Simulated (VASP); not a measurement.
BaZrO3 (l.bB), 5 atoms in the cell. Symmetry: Pm-3m, No. 221, cubic system. Conventional cell: a = 4.148 Å, b = 4.148 Å, c = 4.148 Å, α = 90.00°, β = 90.00°, γ = 90.00°. Within 3.9 Å of Ba (site symmetry m-3m) lie 12 O at 2.93 Å and 8 Zr at 3.59 Å. Zr (site symmetry m-3m) has 6 O at 2.07 Å within 2.7 Å. Within 2.7 Å of O (site symmetry 4/mmm) lie 2 Zr at 2.07 Å. 

* Program: VASP 6.6.1
* Task: single point
* Functional: LDA
* Potentials or basis: VASP PAW LDA potentials, release 64 (Ba_sv, Zr_sv, O)
* Cutoff: 600 eV
* k mesh: 6 × 6 × 6
* Occupations: gaussian, width 0.02 eV
* Spin: no spin polarisation
* Dipole correction: no
* Further INCAR settings: ALGO = Normal; EDIFF = 1e-06; NBANDS = 28

Potentials or basis: VASP PAW LDA potentials, release 64 (Ba_sv, Zr_sv, O).

Launch:

```bash
$ cat potpaw_LDA.64/Ba_sv/POTCAR potpaw_LDA.64/Zr_sv/POTCAR potpaw_LDA.64/O/POTCAR > POTCAR
$ mpirun -np 1 vasp_std > vasp.out
```

Hardware: 1 thread of AMD EPYC 7R43 64-Core Processor (Zen 3), on a shared host.

Task: Estimate the wall time of this run.

Result: It took 38 s on 1 thread of AMD EPYC 7R43 64-Core Processor (Zen 3), on a shared host, peak memory 0.17 GiB. Counts: scf iterations 14, k points 20.
